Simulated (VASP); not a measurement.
# Sb (P-1) in VASP: notebook

Sb is run at these levels: LDA, PBEsol, r2SCAN; tasks: single point.

Program: VASP 6.6.1. These are calculated values, not measurements. Logs are shortened: lines on timing, memory, paths and dates and some standing lists are left out, and cuts for length are marked.

**1. The cell of the first run**

The typed cell holds 1 atom: a = 3.520 Å, b = 3.489 Å, c = 3.551 Å, α = 126.62°, β = 127.33°, γ = 78.30°.

**2. Single point, LDA**

The input, INCAR:

```
SYSTEM = Sb
PREC     = Accurate       ! precision mode
ENCUT    = 520            ! plane-wave cutoff, eV
EDIFF    = 1E-6           ! SCF threshold, eV
ISMEAR   = -1             ! smearing method
SIGMA    = 0.05           ! smearing width, eV
LREAL    = .FALSE.        ! projectors in reciprocal space
LASPH    = .TRUE.         ! aspherical terms in the spheres
NELM     = 100            ! most SCF steps
ALGO     = Normal         ! electronic algorithm
ISIF     = 2              ! what is computed and relaxed
LWAVE    = .FALSE.        ! write WAVECAR
LCHARG   = .FALSE.        ! write CHGCAR
GGA      = CA             ! functional
NBANDS   = 8              ! bands
```

The input, KPOINTS:

```
regular mesh
0
G
  6 6 7
  0 0 0
```

The input, POSCAR:

```
Sb
1.0
   -1.5948718800      1.5512544700      2.7276667100
    1.5472171300     -1.5649253900      2.7079107700
    1.6154168300      1.5854703400     -2.7356140700
Sb
1
Direct
    0.0000000000      0.0000000000      0.0000000000
```

Potentials or basis: VASP PAW LDA potentials, release 64 (Sb).

Launch:

```sh
cat potpaw_LDA.64/Sb/POTCAR > POTCAR
mpirun -np 1 vasp_std > vasp.out
```

OUTCAR:

```text
SYSTEM = Sb
   PREC = Accurate
   ENCUT = 520
   EDIFF = 1E-6
   ISMEAR = -1
   LREAL = .FALSE.
   LASPH = .TRUE.
   NELM = 100
   ISIF = 2
   GGA = CA

 ion  position               nearest neighbor table
   1  0.000  0.000  0.000-

  LATTYP: Found a triclinic cell.
 ALAT       =     3.1368021597
 B/A-ratio  =     1.4107827502
 C/A-ratio  =     1.1143383751
 COS(alpha) =     0.0016356996
 COS(beta)  =     0.4506384856
 COS(gamma) =     0.6994872546

  Lattice vectors:

 A1 = (   0.0205449500,   3.1367248100,  -0.0079473600)
 A2 = (  -3.1420890100,   3.1161798600,   0.0197559400)
 A3 = (   1.5677620800,   1.5717994200,   2.6999634100)

Analysis of symmetry for initial positions (statically):
=====================================================================
 Subroutine PRICEL returns:
 Original cell was already a primitive cell.

 Routine SETGRP: Setting up the symmetry group for a
 triclinic supercell.

 Subroutine GETGRP returns: Found  2 space group operations
 (whereof  2 operations were pure point group operations)
 out of a pool of  2 trial point group operations.

The static configuration has the point symmetry S_2 .

Analysis of symmetry for dynamics (positions and initial velocities):
=====================================================================
 Subroutine PRICEL returns:
 Original cell was already a primitive cell.

 Routine SETGRP: Setting up the symmetry group for a
 triclinic supercell.

 Subroutine GETGRP returns: Found  2 space group operations
 (whereof  2 operations were pure point group operations)
 out of a pool of  2 trial point group operations.

The dynamic configuration has the point symmetry S_2 .

 Subroutine INISYM returns: Found  2 space group operations
 (whereof  2 operations are pure point group operations),
 and found     1 'primitive' translations

----------------------------------------------------------------------------------------

                                     Primitive cell

  volume of cell :      26.9579

  direct lattice vectors                    reciprocal lattice vectors
    -1.594871880  1.551254470  2.727666710    -0.000455535  0.319274999  0.184772102
     1.547217130 -1.564925390  2.707910770     0.317838488 -0.001608608  0.186755598
     1.615416830  1.585470340 -2.735614070     0.314165556  0.316755140  0.003551015
[... 75 lines left out ...]
   ICHARG =      2    charge: 1-file 2-atom 10-const
   ISPIN  =      1    spin polarized calculation?
   LNONCOLLINEAR =      F non collinear calculations
   LSORBIT =      F    spin-orbit coupling
   LASPH  =      T    aspherical Exc in radial PAW
   ENCUT  =  520.0 eV  38.22 Ry    6.18 a.u.   6.54  6.49  6.60*2*pi/ulx,y,z
   NELM   =    100;   NELMIN=  2; NELMDL= -5     # of ELM steps
   EDIFF  = 0.1E-05   stopping-criterion for ELM
   LREAL  =      F    real-space projection
   EDIFFG = 0.1E-04   stopping-criterion for IOM
   NSW    =      0    number of steps for IOM
   IBRION =     -1    ionic relax: 0-MD 1-quasi-New 2-CG
   NFREE  =      0    steps in history (QN), initial steepest desc. (CG)
   ISIF   =      2    stress and relaxation
   ISYM   =      2    0-nonsym 1-usesym 2-fastsym
   POTIM  = 0.5000    time-step for ionic-motion
   TEBEG  =    0.0;   TEEND  =   0.0 temperature during run
   PSTRESS=    0.0 pullay stress
   NELECT =       5.0000    total number of electrons
   NUPDOWN=      -1.0000    fix difference up-down
   EMIN   =  10.00;   EMAX   =-10.00  energy-range for DOS
   EFERMI =   0.00;   METHOD = LEGACY
   ISMEAR =    -1;   SIGMA  =   0.05  broadening in eV -4-tet -1-fermi 0-gaus
   EFERMI_NEDOS =   21; number of points for ismear=-14 and -15
   IALGO  =     38    algorithm
   IMIX   =      4    mixing-type and parameters
     AMIX     =   0.40;   BMIX     =  1.00
     AMIX_MAG =   1.60;   BMIX_MAG =  1.00
  volume/ion in A,a.u.               =      26.96       181.92
  Fermi-wavevector in a.u.,A,eV,Ry     =   0.933618  1.764283 11.859422  0.871643
  Thomas-Fermi vector in A             =   2.060338
   LORBIT       =      0    0 simple, 1 ext, 2 COOP (PROOUT), +10 PAW based schemes
   GGA     = CA    functional components
   LHFCALC =     F    Hartree Fock is set to
   AEXX    =    0.0000 exact exchange contribution
   IVDW    =     0    specifies the selected vdW correction
   LEPSILON=     F    determine dielectric tensor
   LRPA    =     F    only Hartree local field effects (RPA)
 non-spin polarized calculation
  energy-cutoff  :      520.00
  volume of cell :       26.96
 maximum number of plane-waves:       745
 NGX is ok and might be reduce to    28
   NGX = 13   NGY = 13   NGZ = 13

 number of electron       5.0000000 magnetization

 Free energy of the ion-electron system (eV)
  ---------------------------------------------------
  ext. energy  EPLUGINS =         0.00000000
  ---------------------------------------------------
  free energy    TOTEN  =        -4.59056256 eV

  energy without entropy =       -4.58652024  energy(sigma->0) =       -4.58854140

 E-fermi :   8.3750     XC(G=0): -10.3570

 val. band max:        8.3732061018   @ k =   0.1667   0.0000   0.2857
 cond. band min:       8.3993270599   @ k =  -0.3333   0.1667   0.2857
 fundamental gap:      0.0261209581
 Fermi energy:         8.3749579065

 k-point     1 :       0.0000    0.0000    0.0000
  band No.  band energies     occupation
      1      -4.5702      2.00000
      2      12.8995      0.00000
      3      13.6431      0.00000
      4      13.8669      0.00000
      5      17.5459      0.00000
      6      18.7539      0.00000
      7      18.8583      0.00000
      8      19.0305      0.00000
[... 243 lines left out ...]
 k-point    24 :       0.5000    0.0000    0.1429
  band No.  band energies     occupation
      1      -1.2951      2.00000
      2       4.4104      2.00000
      3       9.3385      0.00000
      4      10.9818      0.00000
      5      15.4724      0.00000
      6      17.1859      0.00000
      7      20.0870      0.00000
      8      21.5885      0.00000

 [... further k-points ...]
[... 5 lines left out ...]
  --------------------------------------------------------------------------------------
  -------------------------------------------------------------------------------------
  Total       -0.6174889     -0.2991789     -0.3345773      0.3621939     -0.0166443      0.0397755
  in kB      -36.6989130    -17.7809492    -19.8847668     21.5260892     -0.9892112      2.3639558
  external PRESSURE =     -24.7882096 kB  Pullay stress =       0.0000000 kB

 VOLUME and BASIS-vectors are now :
 -----------------------------------------------------------------------------
  energy-cutoff  :      520.00
  volume of cell :       26.96
      direct lattice vectors                 reciprocal lattice vectors
    -1.594871880  1.551254470  2.727666710    -0.000455535  0.319274999  0.184772102
     1.547217130 -1.564925390  2.707910770     0.317838488 -0.001608608  0.186755598
     1.615416830  1.585470340 -2.735614070     0.314165556  0.316755140  0.003551015

 POSITION                                       TOTAL-FORCE (eV/Angst)
 -----------------------------------------------------------------------------------
      0.00000      0.00000      0.00000         0.000000      0.000000      0.000000
 -----------------------------------------------------------------------------------
    total drift:                                0.000000      0.000000     -0.000000

  FREE ENERGIE OF THE ION-ELECTRON SYSTEM (eV)
  ---------------------------------------------------
  free  energy   TOTEN  =        -4.5905625566 eV

  energy  without entropy=       -4.5865202401  energy(sigma->0) =       -4.58854140
```

OSZICAR:

```text
N       E                     dE             d eps       ncg     rms          rms(c)
DAV:   1     0.458989018451E+01    0.45899E+01   -0.16825E+03  2056   0.412E+02
DAV:   2    -0.449599256210E+01   -0.90859E+01   -0.86882E+01  2968   0.534E+01
DAV:   3    -0.459972324370E+01   -0.10373E+00   -0.10267E+00  2336   0.633E+00
DAV:   4    -0.460006821897E+01   -0.34498E-03   -0.34497E-03  3208   0.462E-01
DAV:   5    -0.460006875491E+01   -0.53593E-06   -0.53515E-06  2456   0.120E-02    0.187E+00
DAV:   6    -0.459381948350E+01    0.62493E-02   -0.28640E-03  2464   0.232E-01    0.107E+00
DAV:   7    -0.459057828136E+01    0.32412E-02   -0.53387E-03  2496   0.319E-01    0.347E-02
DAV:   8    -0.459056283059E+01    0.15451E-04   -0.93205E-05  2520   0.683E-02    0.990E-03
DAV:   9    -0.459056255663E+01    0.27396E-06   -0.10914E-06  3184   0.774E-03
   1 F= -.45905626E+01 E0= -.45885414E+01  d E =-.404232E-02
```

Wall time 29 s (1 thread of AMD EPYC 7R13, shared host); peak memory 0.13 GiB.

Results:

```yaml
Free_energy: -4.5906 eV
Pressure: -2.5 GPa
```

Caveat: the k points lie up to 0.40 Å⁻¹ apart; spin-orbit coupling is left out, which moves the levels of the heavy elements.

**3. Single point, PBEsol**

The input, INCAR:

```
ALGO = Normal
EDIFF = 1E-7
ENCUT = 520
GGA = PS
ISIF = 2
ISMEAR = -1
LASPH = True
LCHARG = False
LREAL = False
LWAVE = False
NBANDS = 8
NELM = 100
PREC = Accurate
SIGMA = 0.05
```

The input, KPOINTS:

```
k-points
0
Gamma
  6 6 7
```

POSCAR is that of step 2.

Potentials or basis: VASP PAW PBE potentials, release 64 (Sb).

Launch:

```sh
cat potpaw_PBE.64/Sb/POTCAR > POTCAR
mpirun -np 1 vasp_std > vasp.out
```

It took 29 s on 1 thread of AMD EPYC 7R13, shared host; peak memory 0.14 GiB.

Results (log left out):

- Free energy: -4.3582 eV
- Pressure: -1.4 GPa

Stress tensor (GPa, compression positive):
```
-2.50  2.15  0.29
 2.15 -0.52 -0.07
 0.29 -0.07 -1.19
```

Levels at points of the mesh, in eV from the Fermi level:
| k point | band 1 | band 2 | band 3 | band 4 | band 5 | band 6 |
| --- | --- | --- | --- | --- | --- | --- |
| (0.00, 0.00, 0.00) | -12.95 | 4.61 | 5.34 | 5.57 | 9.39 | 10.60 |
| (0.50, 0.00, 0.00) | -9.05 | -5.79 | 1.71 | 5.30 | 6.06 | 10.04 |
| (0.00, 0.50, 0.00) | -9.08 | -5.78 | 1.55 | 5.40 | 5.88 | 10.17 |
| (0.50, 0.50, 0.00) | -6.56 | -4.31 | -1.11 | 0.52 | 3.36 | 4.33 |

Caveat: the k points lie up to 0.40 Å⁻¹ apart; the PAW data sets were made with another functional, which shifts forces and pressure a little; spin-orbit coupling is left out, which moves the levels of the heavy elements.

(Continued in part 2 of 2.)
